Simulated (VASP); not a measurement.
# Li16HO in VASP: a series of runs

The runs below take Li16HO through single point, with PBE.

Everything below comes from runs of VASP 6.6.1. Logs are shortened: lines on timing, memory, paths and dates and some standing lists are left out, and cuts for length are marked.

## 1. The cell of the first run

The cell holds a slab with vacuum, 18 atoms: a = 6.980 Å, b = 6.045 Å, c = 21.403 Å, α = 90.00°, β = 90.00°, γ = 54.74°.

## 2. Single point, PBE

File INCAR:

```
ALGO = Normal
EDIFF = 1E-7
ENCUT = 520
GGA = PE
ISIF = 2
ISMEAR = -1
LASPH = T
LCHARG = T
LELF = T
LREAL = Auto
LVHAR = T
LWAVE = F
NBANDS = 42
NELM = 100
PREC = Accurate
SIGMA = 0.05
```

File KPOINTS:

```
k-points
0
Gamma
  3 3 1
```

File POSCAR:

```
Li16HO
1.0
    6.9800000000      0.0000000000      0.0000000000
    3.4900000000      4.9356050000      0.0000000000
    0.0000000000      0.0000000000     21.4034080000
Li O H
16 1 1
Direct
   -0.2499997467      0.4999994935      0.0467215314
    0.2500002533      0.4999994935      0.0467215314
   -0.2499994935      0.9999989870      0.0467215314
    0.2500005065      0.9999989870      0.0467215314
    0.0001020246     -0.0000607828      0.1611145291
    0.4998955173     -0.0000202609      0.1611892835
    0.0000998198      0.4998576669      0.1613060873
    0.4998888181      0.5002223638      0.1612873987
   -0.2491999125      0.4999184497      0.2780585223
    0.2487522203      0.5008909749      0.2792452492
   -0.2489006613      0.9991480274      0.2790490187
    0.2493641997      1.0000395088      0.2784182781
   -0.0017415042      0.0121363035      0.4018051705
    0.4983168298      0.0002431313      0.3947175141
   -0.0012117430      0.4894435434      0.4039870660
    0.5047071173      0.4978923556      0.3947315306
    0.0236103394      0.2540114130      0.5175297317
   -0.0738570480      0.4134447550      0.5438199375
```

Potentials or basis: VASP PAW PBE potentials, release 64 (Li_sv, O, H).

Run with:

```bash
$ cat potpaw_PBE.64/Li_sv/POTCAR potpaw_PBE.64/O/POTCAR potpaw_PBE.64/H/POTCAR > POTCAR
$ mpirun -np 1 vasp_std > vasp.out
```

OUTCAR:

```text
EDIFF = 1E-7
   ENCUT = 520
   GGA = PE
   ISIF = 2
   ISMEAR = -1
   LASPH = T
   LREAL = Auto
   NELM = 100
   PREC = Accurate

 ion  position               nearest neighbor table
   1  0.750  0.500  0.047-
   2  0.250  0.500  0.047-
   3  0.750  1.000  0.047-
   4  0.250  1.000  0.047-
   5  0.000  1.000  0.161-
   6  0.500  1.000  0.161-
[... 8 lines left out ...]
  15  0.999  0.489  0.404-
  16  0.505  0.498  0.395-
  17  0.024  0.254  0.518-  18 0.98
  18  0.926  0.413  0.544-  17 0.98

  LATTYP: Found a base centered orthorhombic cell.
 ALAT       =     6.9800000000
 B/A-ratio  =     1.4142134670
 C/A-ratio  =     3.0663908309

  Lattice vectors:

 A1 = (   3.4900000000,  -4.9356050000,   0.0000000000)
 A2 = (   3.4900000000,   4.9356050000,   0.0000000000)
 A3 = (   0.0000000000,   0.0000000000,  21.4034080000)

Analysis of symmetry for initial positions (statically):
=====================================================================
 Subroutine PRICEL returns:
 Original cell was already a primitive cell.

 Routine SETGRP: Setting up the symmetry group for a
 base centered orthorhombic supercell.

 Subroutine GETGRP returns: Found  1 space group operations
 (whereof  1 operations were pure point group operations)
 out of a pool of  8 trial point group operations.

The static configuration has the point symmetry C_1 .

Analysis of symmetry for dynamics (positions and initial velocities):
=====================================================================
 Subroutine PRICEL returns:
 Original cell was already a primitive cell.

 Routine SETGRP: Setting up the symmetry group for a
 base centered orthorhombic supercell.

 Subroutine GETGRP returns: Found  1 space group operations
 (whereof  1 operations were pure point group operations)
 out of a pool of  8 trial point group operations.

The dynamic configuration has the point symmetry C_1 .

 Subroutine INISYM returns: Found  1 space group operations
 (whereof  1 operations are pure point group operations),
 and found     1 'primitive' translations

----------------------------------------------------------------------------------------

                                     Primitive cell

  volume of cell :     737.3586

  direct lattice vectors                    reciprocal lattice vectors
     6.980000000  0.000000000  0.000000000     0.143266476 -0.101304703  0.000000000
     3.490000000  4.935605000  0.000000000     0.000000000  0.202609407  0.000000000
     0.000000000  0.000000000 21.403408000     0.000000000  0.000000000  0.046721531

  length of vectors
     6.980000000  6.044857047 21.403408000     0.175464885  0.202609407  0.046721531

  position of ions in fractional coordinates (direct lattice)
     0.750000253  0.499999493  0.046721531
     0.250000253  0.499999493  0.046721531
     0.750000507  0.999998987  0.046721531
     0.250000507  0.999998987  0.046721531
     0.000102025  0.999939217  0.161114529
     0.499895517  0.999979739  0.161189284
[... 10 lines left out ...]
     0.023610339  0.254011413  0.517529732
     0.926142952  0.413444755  0.543819937

  ion indices of the primitive-cell ions
   primitive index   ion index
                 1           1
                 2           2
                 3           3
                 4           4
                 5           5
                 6           6
[... 10 lines left out ...]
                17          17
                18          18

----------------------------------------------------------------------------------------

 KPOINTS: k-points

Automatic generation of k-mesh.
 Grid dimensions read from file:
 generate k-points for:    3    3    1

 Generating k-lattice:

  Cartesian coordinates                     Fractional coordinates (reciprocal lattice)
     0.047755492 -0.033768234  0.000000000     0.333333333  0.000000000  0.000000000
     0.000000000  0.067536469  0.000000000     0.000000000  0.333333333  0.000000000
     0.000000000  0.000000000  0.046721531     0.000000000  0.000000000  1.000000000

  Length of vectors
     0.058488295  0.067536469  0.046721531

  Shift w.r.t. Gamma in fractional coordinates (k-lattice)
     0.000000000  0.000000000  0.000000000

 Subroutine IBZKPT returns following result:
 ===========================================

 Found      5 irreducible k-points:

 Following reciprocal coordinates:
            Coordinates               Weight
  0.000000  0.000000  0.000000      1.000000
  0.333333  0.000000  0.000000      2.000000
  0.333333  0.333333  0.000000      2.000000
  0.000000  0.333333  0.000000      2.000000
 -0.333333  0.333333  0.000000      2.000000
   k-points           NKPTS =      5   k-points in BZ     NKDIM =      5   number of bands    NBANDS=     42
   number of dos      NEDOS =    301   number of ions     NIONS =     18
   total plane-waves  NPLWV = 414720
   dimension x,y,z NGX =    54 NGY =   48 NGZ =  160
   dimension x,y,z NGXF=   108 NGYF=   96 NGZF=  320
   ions per type =              16   1   1
   NGX,Y,Z   is equivalent  to a cutoff of  12.86, 13.20, 12.43 a.u.
   NGXF,Y,Z  is equivalent  to a cutoff of  25.72, 26.40, 24.86 a.u.
 SYSTEM =  unknown system
   PREC   = accura    normal or accurate (medium, high low for compatibility)
   ISTART =      0    job   : 0-new  1-cont  2-samecut
   ICHARG =      2    charge: 1-file 2-atom 10-const
   ISPIN  =      1    spin polarized calculation?
   LNONCOLLINEAR =      F non collinear calculations
   LSORBIT =      F    spin-orbit coupling
   LASPH  =      T    aspherical Exc in radial PAW
   ENCUT  =  520.0 eV  38.22 Ry    6.18 a.u.  12.98 11.24 39.80*2*pi/ulx,y,z
   NELM   =    100;   NELMIN=  2; NELMDL= -5     # of ELM steps
   EDIFF  = 0.1E-06   stopping-criterion for ELM
   LREAL  =      T    real-space projection
   EDIFFG = 0.1E-05   stopping-criterion for IOM
   NSW    =      0    number of steps for IOM
   IBRION =     -1    ionic relax: 0-MD 1-quasi-New 2-CG
   NFREE  =      0    steps in history (QN), initial steepest desc. (CG)
   ISIF   =      2    stress and relaxation
   ISYM   =      2    0-nonsym 1-usesym 2-fastsym
   POTIM  = 0.5000    time-step for ionic-motion
   TEBEG  =    0.0;   TEEND  =   0.0 temperature during run
   PSTRESS=    0.0 pullay stress
   NELECT =      55.0000    total number of electrons
   NUPDOWN=      -1.0000    fix difference up-down
   EMIN   =  10.00;   EMAX   =-10.00  energy-range for DOS
   EFERMI =   0.00;   METHOD = LEGACY
   ISMEAR =    -1;   SIGMA  =   0.05  broadening in eV -4-tet -1-fermi 0-gaus
   EFERMI_NEDOS =   21; number of points for ismear=-14 and -15
   IALGO  =     38    algorithm
   IMIX   =      4    mixing-type and parameters
     AMIX     =   0.40;   BMIX     =  1.00
     AMIX_MAG =   1.60;   BMIX_MAG =  1.00
  volume/ion in A,a.u.               =      40.96       276.44
  Fermi-wavevector in a.u.,A,eV,Ry     =   0.689133  1.302272  6.461458  0.474904
  Thomas-Fermi vector in A             =   1.770131
   LORBIT       =      0    0 simple, 1 ext, 2 COOP (PROOUT), +10 PAW based schemes
   GGA     = PE    functional components
   LHFCALC =     F    Hartree Fock is set to
   AEXX    =    0.0000 exact exchange contribution
   IVDW    =     0    specifies the selected vdW correction
   LEPSILON=     F    determine dielectric tensor
   LRPA    =     F    only Hartree local field effects (RPA)
 non-spin polarized calculation
  energy-cutoff  :      520.00
  volume of cell :      737.36
 maximum number of plane-waves:     19885
 NGX is ok and might be reduce to    54
   NGX = 25   NGY = 23   NGZ = 79

 number of electron      54.9999993 magnetization

 Free energy of the ion-electron system (eV)
  ---------------------------------------------------
  ext. energy  EPLUGINS =         0.00000000
  ---------------------------------------------------
  free energy    TOTEN  =       -38.27697481 eV

  energy without entropy =      -38.19031532  energy(sigma->0) =      -38.23364506

 E-fermi :  -1.8874     XC(G=0):  -4.1547

 val. band max:       -1.9429802232   @ k =  -0.3333   0.3333   0.0000
 cond. band min:      -1.8177573602   @ k =   0.0000   0.0000   0.0000
 fundamental gap:      0.1252228629
 Fermi energy:        -1.8874429962

 k-point     1 :       0.0000    0.0000    0.0000
  band No.  band energies     occupation
      1     -49.1799      2.00000
      2     -49.1730      2.00000
      3     -49.0634      2.00000
      4     -48.9463      2.00000
      5     -48.9384      2.00000
      6     -48.9336      2.00000
[... 31 lines left out ...]
     38       1.3115      0.00000
     39       1.3228      0.00000

 k-point     2 :       0.3333    0.0000    0.0000
  band No.  band energies     occupation
      1     -49.1799      2.00000
      2     -49.1729      2.00000
      3     -49.0634      2.00000
      4     -48.9449      2.00000
      5     -48.9393      2.00000
      6     -48.9332      2.00000
[... 31 lines left out ...]
     38       1.1086      0.00000
     39       1.4446      0.00000

 k-point     3 :       0.3333    0.3333    0.0000
  band No.  band energies     occupation
      1     -49.1783      2.00000
      2     -49.1745      2.00000
      3     -49.0633      2.00000
      4     -48.9454      2.00000
      5     -48.9375      2.00000
      6     -48.9349      2.00000
[... 31 lines left out ...]
     38       1.1030      0.00000
     39       1.4471      0.00000

 k-point     4 :       0.0000    0.3333    0.0000
  band No.  band energies     occupation
      1     -49.1783      2.00000
      2     -49.1745      2.00000
      3     -49.0634      2.00000
      4     -48.9444      2.00000
      5     -48.9378      2.00000
      6     -48.9347      2.00000
[... 31 lines left out ...]
     38       1.4015      0.00000
     39       1.4687      0.00000

 k-point     5 :      -0.3333    0.3333    0.0000
  band No.  band energies     occupation
      1     -49.1783      2.00000
      2     -49.1745      2.00000
      3     -49.0634      2.00000
      4     -48.9442      2.00000
      5     -48.9380      2.00000
      6     -48.9348      2.00000
[... 31 lines left out ...]
     38       0.6164      0.00000
     39       0.6499      0.00000
 [bands above 39 left out]

------------------------ aborting loop because EDIFF is reached ----------------------------------------

  FORCE on cell =-STRESS in cart. coord.  units (eV):
  Direction    XX          YY          ZZ          XY          YZ          ZX
  --------------------------------------------------------------------------------------
  -------------------------------------------------------------------------------------
  Total       -1.1889504     -1.8032709     -7.1085470     -0.2584916      0.0946290     -0.0565002
  in kB       -2.5834233     -3.9182560    -15.4458807     -0.5616661      0.2056157     -0.1227671
  external PRESSURE =      -7.3158533 kB  Pullay stress =       0.0000000 kB

 VOLUME and BASIS-vectors are now :
 -----------------------------------------------------------------------------
  energy-cutoff  :      520.00
  volume of cell :      737.36
      direct lattice vectors                 reciprocal lattice vectors
     6.980000000  0.000000000  0.000000000     0.143266476 -0.101304703  0.000000000
     3.490000000  4.935605000  0.000000000     0.000000000  0.202609407  0.000000000
     0.000000000  0.000000000 21.403408000     0.000000000  0.000000000  0.046721531

 POSITION                                       TOTAL-FORCE (eV/Angst)
 -----------------------------------------------------------------------------------
      6.98000      2.46780      1.00000         0.003888     -0.001136      0.053989
      3.49000      2.46780      1.00000        -0.003575      0.004414      0.047958
      8.72500      4.93560      1.00000         0.001215     -0.005645      0.049864
      5.23500      4.93560      1.00000        -0.001923      0.002768      0.052771
      3.49050      4.93531      3.44840        -0.004510     -0.004805     -0.008280
      6.97920      4.93551      3.45000         0.004245     -0.002412     -0.003191
[... 10 lines left out ...]
      1.05130      1.25370     11.07690         0.021610     -0.000047     -1.715137
      7.90740      2.04060     11.63960        -0.034552      0.033966     -0.095243
 -----------------------------------------------------------------------------------
    total drift:                                0.001807     -0.002091     -0.005787

  FREE ENERGIE OF THE ION-ELECTRON SYSTEM (eV)
  ---------------------------------------------------
  free  energy   TOTEN  =       -38.2769748075 eV

  energy  without entropy=      -38.1903153170  energy(sigma->0) =      -38.23364506
```

Wall time 17 min (1 thread of AMD EPYC 7R13, shared host); peak memory 0.78 GiB.

Results:

* Free energy: -38.2770 eV
* Largest force: 1.715 eV/Å

Forces in eV/Å, atoms in the order of the input:
```
Li   0.004 -0.001  0.054
Li  -0.004  0.004  0.048
Li   0.001 -0.006  0.050
Li  -0.002  0.003  0.053
Li  -0.005 -0.005 -0.008
Li   0.004 -0.002 -0.003
Li   0.005  0.004 -0.009
Li  -0.005  0.004 -0.005
Li   0.028  0.010  0.046
Li  -0.029  0.016  0.097
Li   0.022 -0.015  0.093
Li  -0.021 -0.010  0.044
Li   0.136  0.162  0.531
Li  -0.037  0.041  0.078
Li  -0.115 -0.218  0.697
Li   0.029 -0.019  0.046
O    0.022  0.000 -1.715
H   -0.035  0.034 -0.095
```

Caveat: the k points lie up to 0.42 Å⁻¹ apart; the cutoff is under 1.25 times the usual one of these potentials, so pressure, stress and relaxed cells hold a basis-set (Pulay) error; an odd number of electrons without spin polarisation forces a metal; a magnetic or distorted state may lie lower.

## 3. Single point, PBE

File INCAR:

```
SYSTEM = Li16HO
PREC = Accurate ; ENCUT = 520
EDIFF = 1E-6 ; ISMEAR = -1
SIGMA = 0.05 ; LREAL = Auto
LASPH = .TRUE. ; NELM = 80
ALGO = Normal ; ISIF = 2
LWAVE = .FALSE. ; LCHARG = .TRUE.
GGA = PE ; LELF = .TRUE.
LVHAR = .TRUE. ; NBANDS = 42
```

File KPOINTS:

```
regular mesh
0
G
  3 3 1
  0 0 0
```

File POSCAR:

```
Li16HO
1.0
    6.9800000000      0.0000000000      0.0000000000
    3.4900000000      4.9356050000      0.0000000000
    0.0000000000      0.0000000000     21.4034080000
Li O H
16 1 1
Direct
   -0.2499997467      0.4999994935      0.0467215314
    0.2500002533      0.4999994935      0.0467215314
   -0.2499994935      0.9999989870      0.0467215314
    0.2500005065      0.9999989870      0.0467215314
   -0.0000127120     -0.0008914814      0.1601754263
    0.5006882755     -0.0006888720      0.1606613302
    0.0007197636      0.5002223638      0.1605258378
    0.4985849184      0.5013974984      0.1607360846
   -0.2454994925      0.5019445438      0.2816000144
    0.2423021232      0.5035046362      0.2861273308
   -0.2434236345      0.9971624553      0.2859731497
    0.2467395947      0.9974663694      0.2814551776
    0.0036243792      0.0499432187      0.4366687772
    0.4876587407      0.0088945529      0.3996466357
    0.0039770035      0.4992093168      0.4266656974
    0.5120612844      0.4935565143      0.3968994097
    0.0493497494      0.2400111030      0.4634589034
   -0.0367901052      0.2775343651      0.5028872038
```

Potentials or basis: VASP PAW PBE potentials, release 64 (Li_sv, O, H).

Run with:

```bash
$ cat potpaw_PBE.64/Li_sv/POTCAR potpaw_PBE.64/O/POTCAR potpaw_PBE.64/H/POTCAR > POTCAR
$ mpirun -np 1 vasp_std > vasp.out
```

It took 14 min on 1 thread of AMD EPYC 7R13, shared host; peak memory 0.78 GiB.

The run converged. Its results:

```
Free energy   : -39.5328 eV
Largest force : 5.627 eV/Å
```

Forces in eV/Å, atoms in the order of the input:
```
Li   0.002  0.007  0.063
Li  -0.004  0.002  0.047
Li  -0.009 -0.013  0.037
Li   0.008  0.000  0.076
Li  -0.004  0.012  0.079
Li   0.001 -0.014  0.073
Li  -0.004 -0.012  0.067
Li   0.005  0.010  0.079
Li   0.011  0.067 -0.028
Li   0.003 -0.043 -0.012
Li  -0.020  0.032  0.101
Li   0.018 -0.050 -0.042
Li  -3.410 -3.624 -2.628
Li  -0.078  0.099  0.018
Li   0.779  1.612 -1.241
Li  -0.057 -0.004 -0.173
O    2.208  1.859  3.431
H    0.550  0.058  0.051
```

Levels at points of the mesh, in eV from the Fermi level:
```csv
k point,band 25,band 26,band 27,band 28,band 29,band 30
"(0.00, 0.00, 0.00)",0.08,0.08,0.10,0.12,0.23,0.28
```

Caveat: the k points lie up to 0.42 Å⁻¹ apart; the cutoff is under 1.25 times the usual one of these potentials, so pressure, stress and relaxed cells hold a basis-set (Pulay) error; an odd number of electrons without spin polarisation forces a metal; a magnetic or distorted state may lie lower.

## 4. Single point, PBE

File INCAR:

```
PREC = Accurate ; ENCUT = 520
EDIFF = 1E-6 ; ISMEAR = -1
SIGMA = 0.05 ; LREAL = Auto
LASPH = T ; NELM = 60
ALGO = Normal ; ISIF = 2
LWAVE = F ; LCHARG = F
GGA = PE ; NBANDS = 42
```

File KPOINTS:

```
regular mesh
0
Gamma
  3 3 1
```

File POSCAR:

```
Li16HO
1.0
    6.9800000000      0.0000000000      0.0000000000
    3.4900000000      4.9356050000      0.0000000000
    0.0000000000      0.0000000000     21.4034080000
Li O H
16 1 1
Direct
   -0.2499997467      0.4999994935      0.0467215314
    0.2500002533      0.4999994935      0.0467215314
   -0.2499994935      0.9999989870      0.0467215314
    0.2500005065      0.9999989870      0.0467215314
   -0.0030957488      0.0013777440      0.1630347840
    0.5031017343     -0.0034240990      0.1640953628
    0.0036828494      0.4973047884      0.1634179006
    0.4964937219      0.5047202926      0.1637776563
   -0.2448255318      0.5177885994      0.2831558414
    0.2444351580      0.4995537528      0.2897716102
   -0.2452610753      1.0033015203      0.2970134476
    0.2478189463      0.9831013624      0.2836557617
   -0.0171223133     -0.0532052302      0.4358231175
    0.4255163611      0.0557581087      0.4046925611
   -0.0124549279      0.6404685950      0.3861581296
    0.5214913544      0.4840946551      0.3925823402
    0.1042014196      0.2059524618      0.4429761840
    0.1925097297      0.2734619160      0.4619497979
```

Run with:

```bash
$ cat potpaw_PBE.64/Li_sv/POTCAR potpaw_PBE.64/O/POTCAR potpaw_PBE.64/H/POTCAR > POTCAR
$ mpirun -np 1 vasp_std > vasp.out
```

It took 11 min on 1 thread of AMD EPYC 7R13, shared host; peak memory 0.78 GiB.

Results (log left out):

```
Free energy   : -39.0468 eV
Largest force : 2.390 eV/Å
```

Forces on the atoms (eV/Å):
```
Li  -0.001  0.009  0.107
Li   0.019  0.019  0.074
Li  -0.005 -0.008  0.086
Li  -0.011 -0.020  0.121
Li  -0.028  0.020  0.051
Li   0.004  0.011  0.058
Li   0.025 -0.037  0.077
Li  -0.002  0.003  0.032
Li   0.009  0.003 -0.225
Li   0.249 -0.100 -0.526
Li  -0.082  0.201 -0.250
Li  -0.072  0.005  0.029
Li   1.683  1.598  0.570
Li  -0.453 -0.074 -0.154
Li  -1.281 -1.597 -0.063
Li   0.063  0.006  0.042
O    1.052 -0.075 -0.515
H   -1.169  0.035  0.486
```

Levels at points of the mesh, in eV from the Fermi level:
```csv
k point,band 23,band 24,band 25,band 26,band 27,band 28,band 29,band 30,band 31,band 32
"(0.00, 0.00, 0.00)",-1.61,-0.40,0.02,0.04,0.10,0.11,0.24,0.25,0.35,0.56
```

Caveat: the k points lie up to 0.42 Å⁻¹ apart; the cutoff is under 1.25 times the usual one of these potentials, so pressure, stress and relaxed cells hold a basis-set (Pulay) error; an odd number of electrons without spin polarisation forces a metal; a magnetic or distorted state may lie lower.
